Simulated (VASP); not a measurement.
Crystal: AlP5.

```
Al P
1.0
     5.10989    0.00000    0.00000
    -2.55494    4.42529    0.00000
     0.00000    0.00000    4.27121
Al P
1 5
Direct
  0.00000 0.00000 0.00000
  0.50000 0.00000 0.50000
  0.50000 0.50000 0.50000
  0.00000 0.50000 0.50000
  0.33333 0.66667 0.00000
  0.66667 0.33333 0.00000
```

```yaml
Program: VASP 6.6.1
Task: relaxation of cell and atoms
Functional: PBE
Potentials_or_basis: VASP PAW PBE potentials, release 64 (Al, P)
Cutoff: 600 eV
k_mesh: 12 × 12 × 10
Occupations: gaussian, width 0.1 eV
Spin: no spin polarisation
```

At the start: pressure 0.4 GPa; volume 16.10 Å³/atom.

Task: How do energy, volume and symmetry change on relaxing?

Result: Over 16 steps the energy falls by 49.4 meV/atom and the volume is 16.22 Å³/atom (+0.7 %); space group P6/mmm (No. 191, to 0.05 Å).

Step by step:
| step | energy change (eV) | largest force (eV/Å) | pressure (GPa) | volume (Å³) |
| --- | --- | --- | --- | --- |
| 1 | 0.0000 | 0.0000 | 0.36 | 96.58 |
| 2 | -0.0240 | 0.0000 | -0.27 | 97.09 |
| 3 | -0.0692 | 0.0000 | -1.31 | 98.49 |
| 4 | -0.2071 | 0.0000 | -3.08 | 100.87 |
| 5 | -0.2413 | 0.0000 | -3.32 | 101.74 |
| 6 | -0.2552 | 0.0000 | -2.98 | 101.40 |
| 7 | -0.2749 | 0.0000 | -2.05 | 100.50 |
| 8 | -0.2503 | 0.0000 | 0.18 | 98.57 |
| 9 | -0.2776 | 0.0000 | -1.55 | 100.02 |
| 10 | -0.2776 | 0.0000 | -1.65 | 100.12 |
| 11 | -0.2828 | 0.0000 | -1.41 | 99.70 |
| 12 | -0.2929 | 0.0000 | -0.66 | 98.44 |
| 13 | -0.2906 | 0.0000 | 0.99 | 95.92 |
| 14 | -0.2963 | 0.0000 | -0.04 | 97.44 |
| 15 | -0.2964 | 0.0000 | 0.08 | 97.25 |
| 16 | -0.2964 | 0.0000 | 0.05 | 97.31 |

Final structure:
```
Al P
1.0
     4.75768    0.00000    0.00000
    -2.37884    4.12027    0.00000
     0.00000    0.00000    4.96382
Al P
1 5
Direct
  0.00000 0.00000 0.00000
  0.50000 0.00000 0.50000
  0.50000 0.50000 0.50000
  0.00000 0.50000 0.50000
  0.33333 0.66667 0.00000
  0.66667 0.33333 0.00000
```
